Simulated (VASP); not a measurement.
# PbF2 (I4/mmm) in VASP: single point with HSE06

Aim: the single point of PbF2 with HSE06.

Program: VASP 6.6.1. These are calculated values, not measurements. Logs are shortened: lines on timing, memory, paths and dates and some standing lists are left out, and cuts for length are marked.

**1. The cell of the first run**

The structure is tetragonal, space group I4/mmm (No. 139). Conventional cell: a = 4.114 Å, b = 4.114 Å, c = 5.974 Å, α = 90.00°, β = 90.00°, γ = 90.00°. Within 3.4 Å of Pb (site symmetry 4/mmm) lie 8 F at 2.54 Å. F (site symmetry -4m2) has 4 Pb at 2.54 Å and 6 F at 2.91 to 2.99 Å within 3.4 Å.

**2. Single point, HSE06 (epitaxial xy strain -1.2%)**

Input file POSCAR:

```
PbF2
1.0
    0.0000000000      2.9089856781      2.9870808379
    2.9089856781      0.0000000000      2.9870808379
    2.9089856781      2.9089856781      0.0000000000
Pb F
1 2
Direct
    0.0000000000      0.0000000000      0.0000000000
    0.2500000000      0.2500000000      0.2500000000
    0.7500000000      0.7500000000      0.7500000000
```

Input file INCAR.step1:

```
SYSTEM = PbF2
ALGO     = Normal         ! electronic algorithm
EDIFF    = 1E-5           ! SCF threshold, eV
ENCUT    = 520            ! plane-wave cutoff, eV
GGA      = PE             ! functional
GGA_COMPAT= .False.      
ISIF     = 2              ! what is computed and relaxed
ISMEAR   = 0              ! smearing method
KPAR     = 4            
LASPH    = .True.         ! aspherical terms in the spheres
LREAL    = .False.        ! projectors in reciprocal space
LWAVE    = .True.         ! write WAVECAR
NBANDS   = 21             ! bands
NELM     = 120            ! most SCF steps
PREC     = Accurate       ! precision mode
SIGMA    = 0.01           ! smearing width, eV
```

Input file INCAR.step2:

```
SYSTEM = PbF2
ALGO     = Normal         ! electronic algorithm
EDIFF    = 1E-6           ! SCF threshold, eV
ENCUT    = 520            ! plane-wave cutoff, eV
GGA      = PE             ! functional
GGA_COMPAT= .False.      
HFSCREEN = 0.2079         ! screening, 1/A
ISIF     = 2              ! what is computed and relaxed
ISMEAR   = 0              ! smearing method
ISTART   = 1            
KPAR     = 4            
LASPH    = .True.         ! aspherical terms in the spheres
LCHARG   = .True.         ! write CHGCAR
LHFCALC  = .True.         ! exact exchange
LREAL    = .False.        ! projectors in reciprocal space
LVHAR    = .True.       
LWAVE    = .False.        ! write WAVECAR
NBANDS   = 21             ! bands
NELM     = 120            ! most SCF steps
PREC     = Accurate       ! precision mode
PRECFOCK = Normal       
SIGMA    = 0.01           ! smearing width, eV
```

Input file KPOINTS:

```
k-points
0
Gamma
  6 6 6
  0 0 0
```

Potentials or basis: VASP PAW PBE potentials, release 64 (Pb_d, F).

Command:

```bash
> cat potpaw_PBE.64/Pb_d/POTCAR potpaw_PBE.64/F/POTCAR > POTCAR
> cp INCAR.step1 INCAR
> mpirun -np 4 vasp_std > vasp.out
> cp INCAR.step2 INCAR
> mpirun -np 4 vasp_std > vasp.out
```

OUTCAR:

```text
SYSTEM = PbF2
   EDIFF = 1E-6
   ENCUT = 520
   GGA = PE
   HFSCREEN = 0.2079
   ISIF = 2
   ISMEAR = 0
   ISTART = 1
   LASPH = .True.
   LHFCALC = .True.
   LREAL = .False.
   NELM = 120
   PREC = Accurate
   PRECFOCK = Normal

 ion  position               nearest neighbor table
   1  0.000  0.000  0.000-   3 2.54   2 2.54   3 2.54   2 2.54   3 2.54   3 2.54   2 2.54   2 2.54

   2  0.250  0.250  0.250-   1 2.54   1 2.54   1 2.54   1 2.54
   3  0.750  0.750  0.750-   1 2.54   1 2.54   1 2.54   1 2.54

  LATTYP: Found a body centered tetragonal cell.
 ALAT       =     4.1139269987
 C/A-ratio  =     1.4521797975

  Lattice vectors:

 A1 = (  -2.9089856781,   0.0000000000,   2.9870808379)
 A2 = (   2.9089856781,   0.0000000000,   2.9870808379)
 A3 = (   0.0000000000,   2.9089856781,  -2.9870808379)

Analysis of symmetry for initial positions (statically):
=====================================================================
 Subroutine PRICEL returns:
 Original cell was already a primitive cell.

 Routine SETGRP: Setting up the symmetry group for a
 body centered tetragonal supercell.

 Subroutine GETGRP returns: Found 16 space group operations
 (whereof 16 operations were pure point group operations)
 out of a pool of 16 trial point group operations.

The static configuration has the point symmetry D_4h.

Analysis of symmetry for dynamics (positions and initial velocities):
=====================================================================
 Subroutine PRICEL returns:
 Original cell was already a primitive cell.

 Routine SETGRP: Setting up the symmetry group for a
 body centered tetragonal supercell.

 Subroutine GETGRP returns: Found 16 space group operations
 (whereof 16 operations were pure point group operations)
 out of a pool of 16 trial point group operations.

The dynamic configuration has the point symmetry D_4h.

 Subroutine INISYM returns: Found 16 space group operations
 (whereof 16 operations are pure point group operations),
 and found     1 'primitive' translations

----------------------------------------------------------------------------------------

                                     Primitive cell

  volume of cell :      50.5545

  direct lattice vectors                    reciprocal lattice vectors
     0.000000000  2.908985678  2.987080838    -0.171881217  0.171881217  0.167387502
     2.908985678  0.000000000  2.987080838     0.171881217 -0.171881217  0.167387502
     2.908985678  2.908985678  0.000000000     0.171881217  0.171881217 -0.167387502

  length of vectors
     4.169514313  4.169514313  4.113926999     0.295135362  0.295135362  0.295135362

  position of ions in fractional coordinates (direct lattice)
     0.000000000  0.000000000  0.000000000
     0.250000000  0.250000000  0.250000000
     0.750000000  0.750000000  0.750000000

  ion indices of the primitive-cell ions
   primitive index   ion index
                 1           1
                 2           2
                 3           3

----------------------------------------------------------------------------------------

 KPOINTS: k-points

Automatic generation of k-mesh.
 Grid dimensions read from file:
 generate k-points for:    6    6    6

 Generating k-lattice:

  Cartesian coordinates                     Fractional coordinates (reciprocal lattice)
    -0.028646870  0.028646870  0.027897917     0.166666667  0.000000000  0.000000000
     0.028646870 -0.028646870  0.027897917     0.000000000  0.166666667  0.000000000
     0.028646870  0.028646870 -0.027897917    -0.000000000 -0.000000000  0.166666667

  Length of vectors
     0.049189227  0.049189227  0.049189227

  Shift w.r.t. Gamma in fractional coordinates (k-lattice)
     0.000000000  0.000000000  0.000000000

 Subroutine IBZKPT returns following result:
 ===========================================

 Found     30 irreducible k-points:

 Following reciprocal coordinates:
            Coordinates               Weight
  0.000000  0.000000  0.000000      1.000000
  0.166667  0.000000  0.000000      8.000000
  0.333333  0.000000  0.000000      8.000000
  0.500000  0.000000  0.000000      4.000000
  0.166667  0.166667  0.000000      2.000000
  0.333333  0.166667  0.000000      8.000000
[... 16 lines left out ...]
  0.333333  0.000000  0.333333      4.000000
  0.500000  0.000000  0.333333     16.000000
 [... further k-points ...]
   k-points           NKPTS =     30   k-points in BZ     NKDIM =    216   number of bands    NBANDS=     21
   number of dos      NEDOS =    301   number of ions     NIONS =      3
   total plane-waves  NPLWV =  32768
   dimension x,y,z NGX =    32 NGY =   32 NGZ =   32
   dimension x,y,z NGXF=    64 NGYF=   64 NGZF=   64
   ions per type =               1   2
   NGX,Y,Z   is equivalent  to a cutoff of  12.76, 12.76, 12.93 a.u.
   NGXF,Y,Z  is equivalent  to a cutoff of  25.52, 25.52, 25.86 a.u.
 SYSTEM =  PbF2
   PREC   = accura    normal or accurate (medium, high low for compatibility)
   ISTART =      1    job   : 0-new  1-cont  2-samecut
   ICHARG =      0    charge: 1-file 2-atom 10-const
   ISPIN  =      1    spin polarized calculation?
   LNONCOLLINEAR =      F non collinear calculations
   LSORBIT =      F    spin-orbit coupling
   LASPH  =      T    aspherical Exc in radial PAW
   ENCUT  =  520.0 eV  38.22 Ry    6.18 a.u.   7.75  7.75  7.65*2*pi/ulx,y,z
   NELM   =    120;   NELMIN=  2; NELMDL=  0     # of ELM steps
   EDIFF  = 0.1E-05   stopping-criterion for ELM
   LREAL  =      F    real-space projection
   EDIFFG = 0.1E-04   stopping-criterion for IOM
   NSW    =      0    number of steps for IOM
   IBRION =     -1    ionic relax: 0-MD 1-quasi-New 2-CG
   NFREE  =      0    steps in history (QN), initial steepest desc. (CG)
   ISIF   =      2    stress and relaxation
   ISYM   =      3    0-nonsym 1-usesym 2-fastsym
   POTIM  = 0.5000    time-step for ionic-motion
   TEBEG  =    0.0;   TEEND  =   0.0 temperature during run
   PSTRESS=    0.0 pullay stress
   NELECT =      28.0000    total number of electrons
   NUPDOWN=      -1.0000    fix difference up-down
   EMIN   =  10.00;   EMAX   =-10.00  energy-range for DOS
   EFERMI =   0.00;   METHOD = LEGACY
   ISMEAR =     0;   SIGMA  =   0.01  broadening in eV -4-tet -1-fermi 0-gaus
   EFERMI_NEDOS =   21; number of points for ismear=-14 and -15
   IALGO  =     38    algorithm
   IMIX   =      1    mixing-type and parameters
     AMIX     =   0.40;   BMIX     =  1.00
     AMIX_MAG =   1.60;   BMIX_MAG =  1.00
  volume/ion in A,a.u.               =      16.85       113.72
  Fermi-wavevector in a.u.,A,eV,Ry     =   1.344438  2.540620 24.592717  1.807514
  Thomas-Fermi vector in A             =   2.472432
   LORBIT       =      0    0 simple, 1 ext, 2 COOP (PROOUT), +10 PAW based schemes
   GGA     = PE    functional components
   LHFCALC =     T    Hartree Fock is set to
   PRECFOCK=normal    Normal, Fast or Accurate (Low or Medium for compatibility)
   ENCUT4O =  -1.0   cutoff for four orbital integrals eV
   NKREDX  =     1    reduce k-point grid by
   NKREDY  =     1    reduce k-point grid by
   NKREDZ  =     1    reduce k-point grid by
   AEXX    =    0.2500 exact exchange contribution
   HFSCREEN=    0.2079 screening length (either q_TF or 0.3 A-1)
   HFSCREENC=   0.2079 screening length for correlation (either q_TF or 0.3 A-1)
   ENCUTFOCK=  -1.0 apply spherical cutoff to Coloumb kernel
   IVDW    =     0    specifies the selected vdW correction
   LEPSILON=     F    determine dielectric tensor
   LRPA    =     F    only Hartree local field effects (RPA)
 non-spin polarized calculation
 Gauss-broadening in eV      SIGMA  =   0.01
  energy-cutoff  :      520.00
  volume of cell :       50.55
 maximum number of plane-waves:      1387
  NGX = 24; NGY = 24; NGZ = 24

 number of electron      27.9999992 magnetization

 Free energy of the ion-electron system (eV)
  ---------------------------------------------------
  ext. energy  EPLUGINS =         0.00000000
  ---------------------------------------------------
  free energy    TOTEN  =       -17.80842111 eV

  energy without entropy =      -17.80842111  energy(sigma->0) =      -17.80842111

 E-fermi :   1.4408     XC(G=0):  -7.8528

 val. band max:        1.3885964605   @ k =  -0.3333   0.5000   0.1667
 cond. band min:       7.0141026112   @ k =   0.5000   0.0000   0.5000
 fundamental gap:      5.6255061507
 Fermi energy:         1.4408248086

 k-point     1 :       0.0000    0.0000    0.0000
  band No.  band energies     occupation
      1     -22.2392      2.00000
      2     -21.5501      2.00000
      3     -14.3460      2.00000
      4     -14.3270      2.00000
      5     -14.3270      2.00000
      6     -14.2409      2.00000
[... 13 lines left out ...]
     20      18.3745      0.00000
     21      20.3371      0.00000

 k-point     2 :       0.1667    0.0000    0.0000
  band No.  band energies     occupation
      1     -22.1818      2.00000
      2     -21.6013      2.00000
      3     -14.3278      2.00000
      4     -14.3145      2.00000
      5     -14.2688      2.00000
      6     -14.2414      2.00000
[... 13 lines left out ...]
     20      17.6827      0.00000
     21      19.6231      0.00000

 k-point     3 :       0.3333    0.0000    0.0000
  band No.  band energies     occupation
      1     -22.0440      2.00000
      2     -21.7239      2.00000
      3     -14.3106      2.00000
      4     -14.3006      2.00000
      5     -14.2309      2.00000
      6     -14.2207      2.00000
[... 13 lines left out ...]
     20      16.9872      0.00000
     21      18.0180      0.00000

 k-point     4 :       0.5000    0.0000    0.0000
  band No.  band energies     occupation
      1     -21.9165      2.00000
      2     -21.8420      2.00000
      3     -14.3077      2.00000
      4     -14.2999      2.00000
      5     -14.2194      2.00000
      6     -14.2093      2.00000
[... 13 lines left out ...]
     20      16.7751      0.00000
     21      17.3599      0.00000

 k-point     5 :       0.1667    0.1667    0.0000
  band No.  band energies     occupation
      1     -22.1705      2.00000
      2     -21.6092      2.00000
      3     -14.3017      2.00000
      4     -14.3017      2.00000
      5     -14.2771      2.00000
      6     -14.2420      2.00000
[... 13 lines left out ...]
     20      18.6203      0.00000
     21      19.5797      0.00000
[... 382 lines left out ...]
     20      19.1995      0.00000
     21      19.8819      0.00000

 k-point    22 :      -0.3333    0.5000    0.1667
  band No.  band energies     occupation
      1     -21.9228      2.00000
      2     -21.8145      2.00000
      3     -14.2610      2.00000
      4     -14.2288      2.00000
      5     -14.2243      2.00000
      6     -14.1842      2.00000
[... 13 lines left out ...]
     20      18.3751      0.00000
     21      19.8430      0.00000

 k-point    23 :       0.3333    0.0000    0.3333
  band No.  band energies     occupation
      1     -22.0020      2.00000
      2     -21.7522      2.00000
      3     -14.2725      2.00000
      4     -14.2590      2.00000
      5     -14.2537      2.00000
      6     -14.2140      2.00000
[... 13 lines left out ...]
     20      18.9866      0.00000
     21      20.1228      0.00000

 k-point    24 :       0.5000    0.0000    0.3333
  band No.  band energies     occupation
      1     -21.9237      2.00000
      2     -21.8177      2.00000
      3     -14.2766      2.00000
      4     -14.2453      2.00000
      5     -14.2140      2.00000
      6     -14.2108      2.00000
[... 13 lines left out ...]
     20      18.7046      0.00000
     21      19.9069      0.00000

 [... further k-points ...]
[... 5 lines left out ...]
  --------------------------------------------------------------------------------------
  -------------------------------------------------------------------------------------
  Total        1.1622412      1.1622412      0.6995440      0.0000000      0.0000000     -0.0000000
  in kB       36.8338162     36.8338162     22.1699906      0.0000000      0.0000000     -0.0000000
  external PRESSURE =      31.9458744 kB  Pullay stress =       0.0000000 kB

 VOLUME and BASIS-vectors are now :
 -----------------------------------------------------------------------------
  energy-cutoff  :      520.00
  volume of cell :       50.55
      direct lattice vectors                 reciprocal lattice vectors
     0.000000000  2.908985678  2.987080838    -0.171881217  0.171881217  0.167387502
     2.908985678  0.000000000  2.987080838     0.171881217 -0.171881217  0.167387502
     2.908985678  2.908985678  0.000000000     0.171881217  0.171881217 -0.167387502

 POSITION                                       TOTAL-FORCE (eV/Angst)
 -----------------------------------------------------------------------------------
      0.00000      0.00000      0.00000         0.000000     -0.000000      0.000000
      1.45449      1.45449      1.49354         0.000000      0.000000      0.000000
      4.36348      4.36348      4.48062        -0.000000     -0.000000     -0.000000
 -----------------------------------------------------------------------------------
    total drift:                                0.000000     -0.000000      0.000001

  FREE ENERGIE OF THE ION-ELECTRON SYSTEM (eV)
  ---------------------------------------------------
  free  energy   TOTEN  =       -17.8084211107 eV

  energy  without entropy=      -17.8084211107  energy(sigma->0) =      -17.80842111
```

Run time: 34 min. Hardware: 4 MPI ranks of AMD EPYC 9R45 (Zen 5), shared host; peak memory 0.29 GiB.

Results:

- Free energy: -17.8084 eV
- Pressure: 3.2 GPa
- Band gap on the k mesh: 5.63 eV (least direct gap 5.79 eV)

Levels at points of the mesh, in eV from the valence-band top:
| k point | band 12 | band 13 | band 14 | band 15 | band 16 | band 17 |
| --- | --- | --- | --- | --- | --- | --- |
| (0.00, 0.00, 0.00) | -2.99 | -2.80 | -2.80 | 8.12 | 8.12 | 8.26 |
| (0.50, 0.00, 0.00) | -3.06 | -3.03 | -0.18 | 6.19 | 9.17 | 9.22 |
| (0.50, 0.50, 0.00) | -2.37 | -2.37 | -0.07 | 5.72 | 9.48 | 9.48 |
| (0.50, 0.00, 0.50) | -2.37 | -2.35 | -0.23 | 5.63 | 9.34 | 9.56 |

Caveat: the cell differs from its parent crystal (epitaxial xy strain -1.2%); the cell stands under pressure; the PAW data sets were made with another functional, which shifts forces and pressure a little; spin-orbit coupling is left out, which moves the levels of the heavy elements. A k mesh can miss the band edges.
